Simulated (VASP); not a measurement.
# TaN (P6/mmm) in VASP: single point with r2SCAN

Aim: the single point of TaN with r2SCAN.

All numbers are computed with VASP 6.6.1; they aren't measurements. Logs are shortened: lines on timing, memory, paths and dates and some standing lists are left out, and cuts for length are marked.

### Step 1. The cell of the first run

It takes space group P6/mmm (No. 191, hexagonal). The conventional cell has a = 5.102 Å, b = 5.102 Å, c = 2.885 Å, α = 90.00°, β = 90.00°, γ = 120.00°. Ta (site symmetry 6/mmm) has 6 N at 2.55 Å and 14 Ta at 2.89 to 3.28 Å within 3.4 Å. Ta (site symmetry -6m2) has 6 N at 2.06 Å within 2.7 Å. N (site symmetry mmm) has 6 Ta at 2.06 to 2.55 Å and 4 N at 2.55 Å within 2.7 Å.

### Step 2. Single point, r2SCAN

POSCAR

```
TaN
1.0
    5.1015425988      0.0000000000      0.0000000000
   -2.5507712994      4.4180654891      0.0000000000
    0.0000000000      0.0000000000      2.8853127458
Ta N
3 3
Direct
    0.0000000000      0.0000000000      0.0000000000
    0.3333333333      0.6666666667      0.5000000000
    0.6666666667      0.3333333333      0.5000000000
    0.5000000000      0.0000000000      0.0000000000
    0.5000000000      0.5000000000      0.0000000000
    0.0000000000      0.5000000000      0.0000000000
```

INCAR.step1

```
ALGO = Normal ; EDIFF = 1E-4
ENCUT = 520 ; GGA = PE
ISMEAR = -1 ; LASPH = True
LCHARG = False ; LREAL = False
LWAVE = True ; NBANDS = 33
NELM = 60 ; PREC = Accurate
SIGMA = 0.1
```

INCAR.step2

```
ALGO = Normal ; EDIFF = 1E-7
ENCUT = 520 ; ISIF = 2
ISMEAR = -1 ; ISTART = 1
LASPH = True ; LCHARG = False
LMIXTAU = True ; LREAL = False
LWAVE = False ; METAGGA = R2SCAN
NBANDS = 33 ; NELM = 60
PREC = Accurate ; SIGMA = 0.1
```

KPOINTS

```
k-points
0
Gamma
  7 7 11
```

Potentials or basis: VASP PAW PBE potentials, release 64 (Ta_pv, N).

Command:

```sh
> cat potpaw_PBE.64/Ta_pv/POTCAR potpaw_PBE.64/N/POTCAR > POTCAR
> cp INCAR.step1 INCAR
> mpirun -np 1 vasp_std > vasp.out
> cp INCAR.step2 INCAR
> mpirun -np 1 vasp_std > vasp.out
```

OUTCAR:

```text
EDIFF = 1E-7
   ENCUT = 520
   ISIF = 2
   ISMEAR = -1
   ISTART = 1
   LASPH = True
   LREAL = False
   METAGGA = R2SCAN
   NELM = 60
   PREC = Accurate

 ion  position               nearest neighbor table
   1  0.000  0.000  0.000-   4 2.55   4 2.55   6 2.55   6 2.55   5 2.55   5 2.55   3 3.28   3 3.28
                             2 3.28   2 3.28   2 3.28   3 3.28   2 3.28   3 3.28   2 3.28   3 3.28
   2  0.333  0.667  0.500-   6 2.06   6 2.06   4 2.06   4 2.06   5 2.06   5 2.06   3 2.95   3 2.95
                             3 2.95   1 3.28   1 3.28   1 3.28   1 3.28   1 3.28   1 3.28
   3  0.667  0.333  0.500-   6 2.06   6 2.06   4 2.06   4 2.06   5 2.06   5 2.06   2 2.95   2 2.95
                             2 2.95   1 3.28   1 3.28   1 3.28   1 3.28   1 3.28   1 3.28
   4  0.500  0.000  0.000-   2 2.06   3 2.06   2 2.06   3 2.06   1 2.55   1 2.55
   5  0.500  0.500  0.000-   2 2.06   3 2.06   2 2.06   3 2.06   1 2.55   1 2.55
   6  0.000  0.500  0.000-   2 2.06   3 2.06   2 2.06   3 2.06   1 2.55   1 2.55

  LATTYP: Found a hexagonal cell.
 ALAT       =     5.1015425988
 C/A-ratio  =     0.5655765271

  Lattice vectors:

 A1 = (   5.1015425988,   0.0000000000,   0.0000000000)
 A2 = (  -2.5507712994,   4.4180654891,   0.0000000000)
 A3 = (   0.0000000000,   0.0000000000,   2.8853127458)

Analysis of symmetry for initial positions (statically):
=====================================================================
 Subroutine PRICEL returns:
 Original cell was already a primitive cell.

 Routine SETGRP: Setting up the symmetry group for a
 hexagonal supercell.

 Subroutine GETGRP returns: Found 24 space group operations
 (whereof 24 operations were pure point group operations)
 out of a pool of 24 trial point group operations.

The static configuration has the point symmetry D_6h.

Analysis of symmetry for dynamics (positions and initial velocities):
=====================================================================
 Subroutine PRICEL returns:
 Original cell was already a primitive cell.

 Routine SETGRP: Setting up the symmetry group for a
 hexagonal supercell.

 Subroutine GETGRP returns: Found 24 space group operations
 (whereof 24 operations were pure point group operations)
 out of a pool of 24 trial point group operations.

The dynamic configuration has the point symmetry D_6h.

 Subroutine INISYM returns: Found 24 space group operations
 (whereof 24 operations are pure point group operations),
 and found     1 'primitive' translations

----------------------------------------------------------------------------------------

                                     Primitive cell

  volume of cell :      65.0319

  direct lattice vectors                    reciprocal lattice vectors
     5.101542599  0.000000000  0.000000000     0.196019141  0.113171704  0.000000000
    -2.550771299  4.418065489  0.000000000     0.000000000  0.226343408  0.000000000
     0.000000000  0.000000000  2.885312746     0.000000000  0.000000000  0.346582880

  length of vectors
     5.101542599  5.101542599  2.885312746     0.226343408  0.226343408  0.346582880

  position of ions in fractional coordinates (direct lattice)
     0.000000000  0.000000000  0.000000000
     0.333333333  0.666666667  0.500000000
     0.666666667  0.333333333  0.500000000
     0.500000000  0.000000000  0.000000000
     0.500000000  0.500000000  0.000000000
     0.000000000  0.500000000  0.000000000

  ion indices of the primitive-cell ions
   primitive index   ion index
                 1           1
                 2           2
                 3           3
                 4           4
                 5           5
                 6           6

----------------------------------------------------------------------------------------

 KPOINTS: k-points

Automatic generation of k-mesh.
 Grid dimensions read from file:
 generate k-points for:    7    7   11

 Generating k-lattice:

  Cartesian coordinates                     Fractional coordinates (reciprocal lattice)
     0.028002734  0.016167386  0.000000000     0.142857143  0.000000000  0.000000000
     0.000000000  0.032334773  0.000000000     0.000000000  0.142857143  0.000000000
     0.000000000  0.000000000  0.031507535     0.000000000  0.000000000  0.090909091

  Length of vectors
     0.032334773  0.032334773  0.031507535

  Shift w.r.t. Gamma in fractional coordinates (k-lattice)
     0.000000000  0.000000000  0.000000000

 Subroutine IBZKPT returns following result:
 ===========================================

 Found     48 irreducible k-points:

 Following reciprocal coordinates:
            Coordinates               Weight
  0.000000  0.000000  0.000000      1.000000
  0.142857 -0.000000  0.000000      6.000000
  0.285714 -0.000000  0.000000      6.000000
  0.428571 -0.000000  0.000000      6.000000
  0.142857  0.142857  0.000000      6.000000
  0.285714  0.142857  0.000000     12.000000
[... 16 lines left out ...]
  0.428571  0.142857  0.181818     12.000000
  0.285714  0.285714  0.181818     12.000000
 [... further k-points ...]
   k-points           NKPTS =     48   k-points in BZ     NKDIM =     48   number of bands    NBANDS=     33
   number of dos      NEDOS =    301   number of ions     NIONS =      6
   total plane-waves  NPLWV =  38400
   dimension x,y,z NGX =    40 NGY =   40 NGZ =   24
   dimension x,y,z NGXF=    80 NGYF=   80 NGZF=   48
   ions per type =               3   3
   NGX,Y,Z   is equivalent  to a cutoff of  13.03, 13.03, 13.83 a.u.
   NGXF,Y,Z  is equivalent  to a cutoff of  26.07, 26.07, 27.66 a.u.
 SYSTEM =  unknown system
   PREC   = accura    normal or accurate (medium, high low for compatibility)
   ISTART =      1    job   : 0-new  1-cont  2-samecut
   ICHARG =      0    charge: 1-file 2-atom 10-const
   ISPIN  =      1    spin polarized calculation?
   LNONCOLLINEAR =      F non collinear calculations
   LSORBIT =      F    spin-orbit coupling
   LASPH  =      T    aspherical Exc in radial PAW
   ENCUT  =  520.0 eV  38.22 Ry    6.18 a.u.   9.49  9.49  5.36*2*pi/ulx,y,z
   NELM   =     60;   NELMIN=  2; NELMDL=  0     # of ELM steps
   EDIFF  = 0.1E-06   stopping-criterion for ELM
   LREAL  =      F    real-space projection
   EDIFFG = 0.1E-05   stopping-criterion for IOM
   NSW    =      0    number of steps for IOM
   IBRION =     -1    ionic relax: 0-MD 1-quasi-New 2-CG
   NFREE  =      0    steps in history (QN), initial steepest desc. (CG)
   ISIF   =      2    stress and relaxation
   ISYM   =      2    0-nonsym 1-usesym 2-fastsym
   POTIM  = 0.5000    time-step for ionic-motion
   TEBEG  =    0.0;   TEEND  =   0.0 temperature during run
   PSTRESS=    0.0 pullay stress
   NELECT =      48.0000    total number of electrons
   NUPDOWN=      -1.0000    fix difference up-down
   EMIN   =  10.00;   EMAX   =-10.00  energy-range for DOS
   EFERMI =   0.00;   METHOD = LEGACY
   ISMEAR =    -1;   SIGMA  =   0.10  broadening in eV -4-tet -1-fermi 0-gaus
   EFERMI_NEDOS =   21; number of points for ismear=-14 and -15
   IALGO  =     38    algorithm
   IMIX   =      4    mixing-type and parameters
     AMIX     =   0.40;   BMIX     =  1.00
     AMIX_MAG =   1.60;   BMIX_MAG =  1.00
  volume/ion in A,a.u.               =      10.84        73.14
  Fermi-wavevector in a.u.,A,eV,Ry     =   1.479493  2.795837 29.781806  2.188901
  Thomas-Fermi vector in A             =   2.593644
   LORBIT       =      0    0 simple, 1 ext, 2 COOP (PROOUT), +10 PAW based schemes
   METAGGA = R2SCAN    functional components
   LHFCALC =     F    Hartree Fock is set to
   AEXX    =    0.0000 exact exchange contribution
   IVDW    =     0    specifies the selected vdW correction
   LEPSILON=     F    determine dielectric tensor
   LRPA    =     F    only Hartree local field effects (RPA)
 non-spin polarized calculation
  energy-cutoff  :      520.00
  volume of cell :       65.03
 maximum number of plane-waves:      1769
 NGX is ok and might be reduce to    40
   NGX = 19   NGY = 19   NGZ = 11

 number of electron      47.9999994 magnetization

 Free energy of the ion-electron system (eV)
  ---------------------------------------------------
  ext. energy  EPLUGINS =         0.00000000
  ---------------------------------------------------
  free energy    TOTEN  =      -178.12193937 eV

  energy without entropy =     -178.08431019  energy(sigma->0) =     -178.10312478

 E-fermi :   8.5948     XC(G=0): -14.3119

 val. band max:        8.5934711635   @ k =   0.1429   0.1429   0.4545
 cond. band min:       8.6567843111   @ k =   0.1429  -0.0000   0.0909
 fundamental gap:      0.0633131477
 Fermi energy:         8.5948133853

 k-point     1 :       0.0000    0.0000    0.0000
  band No.  band energies     occupation
      1     -28.9384      2.00000
      2     -28.9384      2.00000
      3     -28.4723      2.00000
      4     -28.4723      2.00000
      5     -28.2330      2.00000
      6     -28.0893      2.00000
[... 25 lines left out ...]
     32      12.1879      0.00000
     33      12.2899      0.00000

 k-point     2 :       0.1429   -0.0000    0.0000
  band No.  band energies     occupation
      1     -28.9581      2.00000
      2     -28.9292      2.00000
      3     -28.4517      2.00000
      4     -28.4449      2.00000
      5     -28.2251      2.00000
      6     -28.1230      2.00000
[... 25 lines left out ...]
     32      12.2849      0.00000
     33      12.5447      0.00000
[... 754 lines left out ...]
     32      12.4231      0.00000
     33      13.2374      0.00000

 k-point    24 :       0.2857    0.2857    0.1818
  band No.  band energies     occupation
      1     -28.9418      2.00000
      2     -28.7234      2.00000
      3     -28.6088      2.00000
      4     -28.4685      2.00000
      5     -28.4357      2.00000
      6     -28.2768      2.00000
[... 25 lines left out ...]
     32      12.5646      0.00000
     33      13.5513      0.00000

 [... further k-points ...]

------------------------ aborting loop because EDIFF is reached ----------------------------------------

  FORCE on cell =-STRESS in cart. coord.  units (eV):
  Direction    XX          YY          ZZ          XY          YZ          ZX
  --------------------------------------------------------------------------------------
  -------------------------------------------------------------------------------------
  Total        8.9484286      8.9484286      9.1120426      0.0000000     -0.0000000     -0.0000000
  in kB      220.4605042    220.4605042    224.4914293      0.0000000     -0.0000000     -0.0000000
  external PRESSURE =     221.8041459 kB  Pullay stress =       0.0000000 kB

 VOLUME and BASIS-vectors are now :
 -----------------------------------------------------------------------------
  energy-cutoff  :      520.00
  volume of cell :       65.03
      direct lattice vectors                 reciprocal lattice vectors
     5.101542599  0.000000000  0.000000000     0.196019141  0.113171704  0.000000000
    -2.550771299  4.418065489  0.000000000     0.000000000  0.226343408  0.000000000
     0.000000000  0.000000000  2.885312746     0.000000000  0.000000000  0.346582880

 POSITION                                       TOTAL-FORCE (eV/Angst)
 -----------------------------------------------------------------------------------
      0.00000      0.00000      0.00000        -0.000000      0.000000      0.000000
     -0.00000      2.94538      1.44266        -0.000000      0.000000      0.000000
      2.55077      1.47269      1.44266         0.000000     -0.000000      0.000000
      2.55077      0.00000      0.00000        -0.000000      0.000000      0.000000
      1.27539      2.20903      0.00000        -0.000000      0.000000      0.000000
     -1.27539      2.20903      0.00000        -0.000000      0.000000      0.000000
 -----------------------------------------------------------------------------------
    total drift:                               -0.000000      0.000000     -0.000000

  FREE ENERGIE OF THE ION-ELECTRON SYSTEM (eV)
  ---------------------------------------------------
  free  energy   TOTEN  =      -178.1219393705 eV

  energy  without entropy=     -178.0843101855  energy(sigma->0) =     -178.10312478
```

It took 4.4 min on 1 thread of AMD EPYC 9R45 (Zen 5), shared host; peak memory 0.22 GiB.

Results:

| Property | Result |
| --- | --- |
| Free energy | -178.1219 eV |
| Pressure | 22.2 GPa |
| Band gap on the k mesh | zero (band 24 reaches 9.71 eV, above the bottom of band 25 at 7.44 eV) |

Levels at points of the mesh, in eV from the Fermi level:
```tsv
k point	band 20	band 21	band 22	band 23	band 24	band 25	band 26	band 27	band 28	band 29
(0.00, 0.00, 0.00)	-3.24	-3.24	-2.74	-2.10	-1.16	-1.16	0.92	0.92	1.87	2.52
```

Caveat: the PAW data sets were made with another functional, which shifts forces and pressure a little; spin-orbit coupling is left out, which moves the levels of the heavy elements.
